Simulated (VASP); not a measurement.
# SiBi2Te5 (I4mm) in VASP: a series of runs

The runs below take SiBi2Te5 through relaxation of cell and atoms, single point, with PBE.

Program: VASP 6.6.1. These are calculated values, not measurements. Logs are shortened: lines on timing, memory, paths and dates and some standing lists are left out, and cuts for length are marked.

### Step 1. The cell of the first run

The structure is tetragonal, space group I4mm (No. 107). Conventional cell: a = 6.954 Å, b = 6.954 Å, c = 10.107 Å, α = 90.00°, β = 90.00°, γ = 90.00°. Si (site symmetry 4mm) has 5 Te at 2.18 to 2.34 Å within 2.9 Å. Bi (site symmetry 2mm) has 10 Te at 3.48 to 3.57 Å and 4 Si at 4.25 to 4.35 Å within 4.6 Å. Te (site symmetry m) has 1 Si at 2.18 Å within 2.9 Å. Te (site symmetry 4mm) has 1 Si at 2.34 Å within 3.1 Å.

The cell was generated, and may not be a known phase.

### Step 2. Relaxation of cell and atoms, PBE

INCAR

```
SYSTEM = SiBi2Te5
PREC = Accurate ; ENCUT = 600
EDIFF = 1E-6 ; ISMEAR = 0
SIGMA = 0.2 ; LREAL = .False.
LASPH = .True. ; NELM = 60
ALGO = Normal ; ISIF = 3
LWAVE = .False. ; LCHARG = .False.
GGA = PE ; IBRION = 2
NSW = 36 ; EDIFFG = -0.08
```

KPOINTS

```
regular mesh
0
Gamma
  3 3 3
  0 0 0
```

POSCAR

```
SiBi2Te5
1.0
   -3.4769134800      3.4769134800      5.0534599400
    3.4769134800     -3.4769134800      5.0534599400
    3.4769134800      3.4769134800     -5.0534599400
Si Bi Te
1 2 5
Direct
    0.0076943500      0.0076943500      0.0000000000
    0.7493696300      0.2493696300      0.5000000000
    0.2493696300      0.7493696300      0.5000000000
    0.7727806000      0.2157532100      0.0000000000
    0.2157532100      0.2157532100      0.4429726200
    0.7727806000      0.7727806000      0.5570273800
    0.2157532100      0.7727806000      0.0000000000
    0.2394967500      0.2394967500      0.0000000000
```

Potentials or basis: VASP PAW PBE potentials, release 64 (Si, Bi_d, Te).

Run with:

```console
cat potpaw_PBE.64/Si/POTCAR potpaw_PBE.64/Bi_d/POTCAR potpaw_PBE.64/Te/POTCAR > POTCAR
mpirun -np 1 vasp_std > vasp.out
```

OUTCAR:

```text
SYSTEM = SiBi2Te5
   PREC = Accurate
   ENCUT = 600
   EDIFF = 1E-6
   ISMEAR = 0
   LREAL = .False.
   LASPH = .True.
   NELM = 60
   ISIF = 3
   GGA = PE
   IBRION = 2
   NSW = 36
   EDIFFG = -0.08

 ion  position               nearest neighbor table
   1  0.008  0.008  0.000-   4 2.18   7 2.18   6 2.18   5 2.18   8 2.34
   2  0.749  0.249  0.500-   8 3.48   8 3.48   5 3.50   4 3.50   7 3.50   6 3.50   6 3.57   7 3.57
                             4 3.57   5 3.57
   3  0.249  0.749  0.500-   8 3.48   8 3.48   5 3.50   7 3.50   4 3.50   6 3.50   6 3.57   4 3.57
                             7 3.57   5 3.57
   4  0.773  0.216  0.000-   1 2.18   5 3.08   6 3.08   8 3.30   2 3.50   3 3.50   2 3.57   3 3.57
[... 7 lines left out ...]
   8  0.239  0.239  0.000-   1 2.34   6 3.30   4 3.30   7 3.30   5 3.30   3 3.48   2 3.48   2 3.48
                             3 3.48

  LATTYP: Found a body centered tetragonal cell.
 ALAT       =     6.9538269600
 C/A-ratio  =     1.4534327555

  Lattice vectors:

 A1 = (  -3.4769134800,   3.4769134800,   5.0534599400)
 A2 = (   3.4769134800,  -3.4769134800,   5.0534599400)
 A3 = (   3.4769134800,   3.4769134800,  -5.0534599400)

Analysis of symmetry for initial positions (statically):
=====================================================================
 Subroutine PRICEL returns:
 Original cell was already a primitive cell.

 Routine SETGRP: Setting up the symmetry group for a
 body centered tetragonal supercell.

 Subroutine GETGRP returns: Found  8 space group operations
 (whereof  8 operations were pure point group operations)
 out of a pool of 16 trial point group operations.

The static configuration has the point symmetry C_4v.

Analysis of symmetry for dynamics (positions and initial velocities):
=====================================================================
 Subroutine PRICEL returns:
 Original cell was already a primitive cell.

 Routine SETGRP: Setting up the symmetry group for a
 body centered tetragonal supercell.

 Subroutine GETGRP returns: Found  8 space group operations
 (whereof  8 operations were pure point group operations)
 out of a pool of 16 trial point group operations.

The dynamic configuration has the point symmetry C_4v.

 Subroutine INISYM returns: Found  8 space group operations
 (whereof  8 operations are pure point group operations),
 and found     1 'primitive' translations

----------------------------------------------------------------------------------------

                                     Primitive cell

  volume of cell :     244.3636

  direct lattice vectors                    reciprocal lattice vectors
    -3.476913480  3.476913480  5.053459940     0.000000000  0.143805707  0.098942112
     3.476913480 -3.476913480  5.053459940     0.143805707  0.000000000  0.098942112
     3.476913480  3.476913480 -5.053459940     0.143805707  0.143805707  0.000000000

  length of vectors
     7.050908598  7.050908598  7.050908598     0.174555501  0.174555501  0.203371981

  position of ions in fractional coordinates (direct lattice)
     0.007694350  0.007694350  0.000000000
     0.749369630  0.249369630  0.500000000
     0.249369630  0.749369630  0.500000000
     0.772780600  0.215753210  0.000000000
     0.215753210  0.215753210  0.442972620
     0.772780600  0.772780600  0.557027380
     0.215753210  0.772780600  0.000000000
     0.239496750  0.239496750  0.000000000

  ion indices of the primitive-cell ions
   primitive index   ion index
                 1           1
                 2           2
                 3           3
                 4           4
                 5           5
                 6           6
                 7           7
                 8           8

----------------------------------------------------------------------------------------

 KPOINTS: regular mesh

Automatic generation of k-mesh.
 Grid dimensions read from file:
 generate k-points for:    3    3    3

 Generating k-lattice:

  Cartesian coordinates                     Fractional coordinates (reciprocal lattice)
     0.000000000  0.047935236  0.032980704     0.333333333 -0.000000000  0.000000000
     0.047935236  0.000000000  0.032980704    -0.000000000  0.333333333  0.000000000
     0.047935236  0.047935236  0.000000000     0.000000000  0.000000000  0.333333333

  Length of vectors
     0.058185167  0.058185167  0.067790660

  Shift w.r.t. Gamma in fractional coordinates (k-lattice)
     0.000000000  0.000000000  0.000000000

 Subroutine IBZKPT returns following result:
 ===========================================

 Found      6 irreducible k-points:

 Following reciprocal coordinates:
            Coordinates               Weight
  0.000000  0.000000  0.000000      1.000000
  0.333333  0.000000 -0.000000      8.000000
  0.333333  0.333333 -0.000000      8.000000
 -0.333333  0.333333  0.000000      4.000000
 -0.333333  0.333333  0.333333      4.000000
 -0.333333 -0.333333  0.333333      2.000000
   k-points           NKPTS =      6   k-points in BZ     NKDIM =      6   number of bands    NBANDS=     38
   number of dos      NEDOS =    301   number of ions     NIONS =      8
   total plane-waves  NPLWV = 175616
   dimension x,y,z NGX =    56 NGY =   56 NGZ =   56
   dimension x,y,z NGXF=   112 NGYF=  112 NGZF=  112
   ions per type =               1   2   5
   NGX,Y,Z   is equivalent  to a cutoff of  13.20, 13.20, 13.20 a.u.
   NGXF,Y,Z  is equivalent  to a cutoff of  26.41, 26.41, 26.41 a.u.
 SYSTEM =  SiBi2Te5
   PREC   = accura    normal or accurate (medium, high low for compatibility)
   ISTART =      0    job   : 0-new  1-cont  2-samecut
   ICHARG =      2    charge: 1-file 2-atom 10-const
   ISPIN  =      1    spin polarized calculation?
   LNONCOLLINEAR =      F non collinear calculations
   LSORBIT =      F    spin-orbit coupling
   LASPH  =      T    aspherical Exc in radial PAW
   ENCUT  =  600.0 eV  44.10 Ry    6.64 a.u.  14.08 14.08 14.08*2*pi/ulx,y,z
   NELM   =     60;   NELMIN=  2; NELMDL= -5     # of ELM steps
   EDIFF  = 0.1E-05   stopping-criterion for ELM
   LREAL  =      F    real-space projection
   EDIFFG = -.8E-01   stopping-criterion for IOM
   NSW    =     36    number of steps for IOM
   IBRION =      2    ionic relax: 0-MD 1-quasi-New 2-CG
   NFREE  =      1    steps in history (QN), initial steepest desc. (CG)
   ISIF   =      3    stress and relaxation
   ISYM   =      2    0-nonsym 1-usesym 2-fastsym
   POTIM  = 0.5000    time-step for ionic-motion
   TEBEG  =    0.0;   TEEND  =   0.0 temperature during run
   PSTRESS=    0.0 pullay stress
   NELECT =      64.0000    total number of electrons
   NUPDOWN=      -1.0000    fix difference up-down
   EMIN   =  10.00;   EMAX   =-10.00  energy-range for DOS
   EFERMI =   0.00;   METHOD = LEGACY
   ISMEAR =     0;   SIGMA  =   0.20  broadening in eV -4-tet -1-fermi 0-gaus
   EFERMI_NEDOS =   21; number of points for ismear=-14 and -15
   IALGO  =     38    algorithm
   IMIX   =      4    mixing-type and parameters
     AMIX     =   0.40;   BMIX     =  1.00
     AMIX_MAG =   1.60;   BMIX_MAG =  1.00
  volume/ion in A,a.u.               =      30.55       206.13
  Fermi-wavevector in a.u.,A,eV,Ry     =   1.047424  1.979345 14.926919  1.097098
  Thomas-Fermi vector in A             =   2.182304
   LORBIT       =      0    0 simple, 1 ext, 2 COOP (PROOUT), +10 PAW based schemes
   GGA     = PE    functional components
   LHFCALC =     F    Hartree Fock is set to
   AEXX    =    0.0000 exact exchange contribution
   IVDW    =     0    specifies the selected vdW correction
   LEPSILON=     F    determine dielectric tensor
   LRPA    =     F    only Hartree local field effects (RPA)
 conjugate gradient relaxation of ions
 non-spin polarized calculation
 Gauss-broadening in eV      SIGMA  =   0.20
  energy-cutoff  :      600.00
  volume of cell :      244.36
 maximum number of plane-waves:      8178
   NGX = 29   NGY = 29   NGZ = 29

--------------------------------------- Ionic step        1  -------------------------------------------

 number of electron      64.0000006 magnetization

 Free energy of the ion-electron system (eV)
  ---------------------------------------------------
  ext. energy  EPLUGINS =         0.00000000
  ---------------------------------------------------
  free energy    TOTEN  =       -20.79787907 eV

  energy without entropy =      -20.67384896  energy(sigma->0) =      -20.73586402

------------------------ aborting loop because EDIFF is reached ----------------------------------------

  FORCE on cell =-STRESS in cart. coord.  units (eV):
  Direction    XX          YY          ZZ          XY          YZ          ZX
  --------------------------------------------------------------------------------------
  -------------------------------------------------------------------------------------
  Total       35.1355548     35.1355548      7.8013222      0.0000000      0.0000000      0.0000000
  in kB      230.3672891    230.3672891     51.1495964      0.0000000      0.0000000      0.0000000
  external PRESSURE =     170.6280582 kB  Pullay stress =       0.0000000 kB
[... 107 lines left out ...]
  FREE ENERGIE OF THE ION-ELECTRON SYSTEM (eV)
  ---------------------------------------------------
  free  energy   TOTEN  =       -25.8390201332 eV

  energy  without entropy=      -25.5814512785  energy(sigma->0) =      -25.71023571

 E-fermi :   4.8441     XC(G=0):  -8.6776

 val. band max:        4.8206651756   @ k =  -0.3333   0.3333   0.3333
 cond. band min:       4.8613105277   @ k =  -0.3333  -0.3333   0.3333
 fundamental gap:      0.0406453521
 Fermi energy:         4.8440858766

 k-point     1 :       0.0000    0.0000    0.0000
  band No.  band energies     occupation
      1     -18.5644      2.00000
      2     -18.5627      2.00000
      3     -18.5624      2.00000
      4     -18.5624      2.00000
      5     -18.5372      2.00000
      6     -18.5356      2.00000
[... 235 lines left out ...]
     37       5.4912      0.00000
     38       6.2280      0.00000

[... ionic steps 4 to 25 ...]

--------------------------------------- Ionic step       26  -------------------------------------------

 number of electron      64.0000011 magnetization

------------------------ aborting loop because EDIFF is reached ----------------------------------------
[... 79 lines left out ...]
--------------------------------------- Ionic step       28  -------------------------------------------

 number of electron      63.9999996 magnetization

 Free energy of the ion-electron system (eV)
  ---------------------------------------------------
  ext. energy  EPLUGINS =         0.00000000
  ---------------------------------------------------
  free energy    TOTEN  =       -28.32717699 eV

  energy without entropy =      -28.24860207  energy(sigma->0) =      -28.28788953

 E-fermi :   5.3786     XC(G=0):  -8.8321

 val. band max:        5.3649372286   @ k =   0.3333   0.0000  -0.0000
 cond. band min:       5.4035415224   @ k =  -0.3333   0.3333   0.3333
 fundamental gap:      0.0386042938
 Fermi energy:         5.3785654869

 k-point     1 :       0.0000    0.0000    0.0000
  band No.  band energies     occupation
      1     -17.9518      2.00000
      2     -17.9481      2.00000
      3     -17.9467      2.00000
      4     -17.9464      2.00000
      5     -17.9334      2.00000
      6     -17.9334      2.00000
[... 270 lines left out ...]
  FREE ENERGIE OF THE ION-ELECTRON SYSTEM (eV)
  ---------------------------------------------------
  free  energy   TOTEN  =       -28.3271769851 eV

  energy  without entropy=      -28.2486020701  energy(sigma->0) =      -28.28788953

 reached required accuracy - stopping structural energy minimisation
```

It took 15 min on 1 thread of AMD EPYC 9R45 (Zen 5), shared host; peak memory 0.46 GiB.

What came out:

* Free energy: -28.3272 eV
* Relaxed volume: 34.79 Å³/atom
* Relaxed cell: a = 7.135 Å, b = 7.135 Å, c = 7.135 Å, α = 111.77°, β = 111.77°, γ = 104.96°
* Space group after relaxing (to 0.1 Å): I4mm (No. 107)
* Energy gained by relaxing: 941.2 meV/atom
* Ionic steps: 28
* Pressure after relaxing: 0.0 GPa
* Largest force after relaxing: 0.065 eV/Å
* Band gap on the k mesh: zero (bands 32 and 33 overlap by 0.28 eV)

Forces in eV/Å, atoms in the order of the input:
```
Si   0.000  0.000 -0.054
Bi   0.000  0.000 -0.051
Bi   0.000  0.000 -0.051
Te   0.004 -0.004  0.023
Te   0.004  0.004  0.023
Te  -0.004 -0.004  0.023
Te  -0.004  0.004  0.023
Te   0.000  0.000  0.065
```

Step by step:
```
step  energy change (eV)  largest force (eV/Å)  pressure (GPa)  volume (Å³)
   1              0.0000                8.1595           17.06       244.36
   2             -2.1806                0.7904           -6.53       375.77
   3             -5.0411                0.8118           -2.73       299.65
   4             -5.0695                0.8850           -2.30       296.50
   5             -5.0829                0.9993           -1.62       292.03
   6             -5.3659                1.2394           -0.75       279.75
   7             -5.7154                2.2896            4.07       244.56
   8             -5.7935                2.0537            4.17       243.07
   9             -5.9480                1.4822            4.77       238.55
  10             -5.8204                1.1526            7.45       229.31
  11             -5.9680                1.4056            5.35       235.85
  12             -6.1792                1.0367            3.91       240.92
  13             -6.5336                0.7484            0.36       256.52
  14             -6.5732                0.8122           -0.87       263.45
  15             -6.6643                0.8241           -0.88       263.72
  16             -6.9029                0.7798           -0.90       264.40
  17             -7.1410                0.7702           -0.82       265.16
  18             -7.2930                0.3759            0.45       260.00
  19             -7.3196                0.4554            1.34       256.99
  20             -7.3977                0.6694            0.60       263.76
  21             -7.4352                0.8280           -0.28       274.43
  22             -7.4819                0.6179           -0.11       275.59
  23             -7.5115                0.2158            0.15       277.28
  24             -7.5117                0.2206            0.18       277.43
  25             -7.5190                0.1147           -0.32       280.27
  26             -7.5190                0.1115           -0.33       280.34
  27             -7.5254                0.0855           -0.21       279.45
  28             -7.5293                0.0649           -0.04       278.29
```

Final structure:
```cif
data_structure
_symmetry_space_group_name_H-M 'P 1'
_symmetry_Int_Tables_number 1
_cell_length_a 7.1347
_cell_length_b 7.1347
_cell_length_c 7.1347
_cell_angle_alpha 111.771
_cell_angle_beta 111.771
_cell_angle_gamma 104.963
_cell_volume 278.29
loop_
_atom_site_label
_atom_site_type_symbol
_atom_site_fract_x
_atom_site_fract_y
_atom_site_fract_z
_atom_site_occupancy
Si1 Si 0.01712 0.01712 0.00000 1
Bi1 Bi 0.79610 0.29611 0.50000 1
Bi2 Bi 0.29611 0.79610 0.50000 1
Te1 Te 0.71301 0.18430 0.00000 1
Te2 Te 0.18430 0.18430 0.47129 1
Te3 Te 0.71301 0.71301 0.52871 1
Te4 Te 0.18430 0.71301 0.00000 1
Te5 Te 0.31905 0.31905 0.00000 1
```

Levels at points of the mesh, in eV from the Fermi level:
| k point | band 30 | band 31 | band 32 | band 33 | band 34 | band 35 |
| --- | --- | --- | --- | --- | --- | --- |
| (0.00, 0.00, 0.00) | -0.18 | -0.13 | -0.13 | 0.16 | 0.63 | 1.66 |

Caveat: the k points lie up to 0.36 Å⁻¹ apart in the final cell; spin-orbit coupling is left out, which moves the levels of the heavy elements; the relaxation stopped at a loose force limit of 0.08 eV/Å, so its end isn't a converged minimum.

### Step 3. Single point, PBE

This run uses another cell than the first one, of 34.06 Å³/atom.

INCAR

```
PREC     = Accurate       # precision mode
ENCUT    = 520            # plane-wave cutoff, eV
EDIFF    = 1E-6           # SCF threshold, eV
ISMEAR   = 0              # smearing method
SIGMA    = 0.1            # smearing width, eV
LREAL    = F              # projectors in reciprocal space
LASPH    = T              # aspherical terms in the spheres
NELM     = 100            # most SCF steps
ALGO     = Normal         # electronic algorithm
ISIF     = 2              # what is computed and relaxed
LWAVE    = F              # write WAVECAR
LCHARG   = T              # write CHGCAR
GGA      = PE             # functional
LELF     = T              # ELF
LVHAR    = T            
NBANDS   = 42             # bands
```

KPOINTS

```
regular mesh
0
Gamma
  6 6 6
```

POSCAR

```
SiBi2Te5
1.0
   -4.0107017748      4.0107017748      4.2349561171
    4.0107017748     -4.0107017748      4.2349561171
    4.0107017748      4.0107017748     -4.2349561171
Si Bi Te
1 2 5
Direct
    0.0184341649      0.0184341649      0.0000000000
    0.7886923200      0.2886923200      0.5000000000
    0.2886923200      0.7886923200      0.5000000000
    0.7142198591      0.1851157533      0.0000000000
    0.1851157533      0.1851157533      0.4708958941
    0.7142198591      0.7142198591      0.5291041059
    0.1851157533      0.7142198591      0.0000000000
    0.3285079501      0.3285079501      0.0000000000
```

Potentials or basis: VASP PAW PBE potentials, release 64 (Si, Bi_d, Te).

Run with:

```console
cat potpaw_PBE.64/Si/POTCAR potpaw_PBE.64/Bi_d/POTCAR potpaw_PBE.64/Te/POTCAR > POTCAR
mpirun -np 1 vasp_std > vasp.out
```

Wall time 2.9 min (1 thread of AMD EPYC 9R45 (Zen 5), shared host); peak memory 0.54 GiB.

The run converged. Its results:

```yaml
Free_energy: -28.3216 eV
Pressure: 0.0 GPa
Largest_force: 0.017 eV/Å
Band_gap_on_the_k_mesh: zero (bands 32 and 33 overlap by 1.02 eV)
```

Forces in eV/Å, atoms in the order of the input:
```
Si   0.000  0.000 -0.011
Bi   0.000  0.000  0.003
Bi   0.000  0.000  0.003
Te   0.006 -0.006 -0.003
Te   0.006  0.006 -0.003
Te  -0.006 -0.006 -0.003
Te  -0.006  0.006 -0.003
Te   0.000  0.000  0.017
```

Levels at points of the mesh, in eV from the Fermi level:
| k point | band 28 | band 29 | band 30 | band 31 | band 32 | band 33 | band 34 | band 35 | band 36 | band 37 |
| --- | --- | --- | --- | --- | --- | --- | --- | --- | --- | --- |
| (0.00, 0.00, 0.00) | -1.02 | -0.47 | -0.16 | -0.11 | -0.11 | 0.34 | 0.72 | 1.63 | 1.71 | 1.71 |
| (0.50, 0.00, 0.00) | -1.67 | -1.62 | -1.35 | -1.27 | -0.45 | -0.18 | 0.85 | 1.85 | 2.02 | 2.11 |
| (0.50, 0.50, 0.00) | -1.63 | -1.29 | -0.95 | -0.92 | -0.32 | 0.18 | 0.55 | 1.42 | 1.72 | 1.86 |
| (0.50, 0.50, 0.50) | -1.77 | -1.19 | -1.19 | -0.92 | -0.84 | -0.72 | 0.43 | 0.43 | 0.98 | 1.03 |

Caveat: spin-orbit coupling is left out, which moves the levels of the heavy elements.

The gap in the log of VASP goes by the Fermi energy; the results here count the filled bands.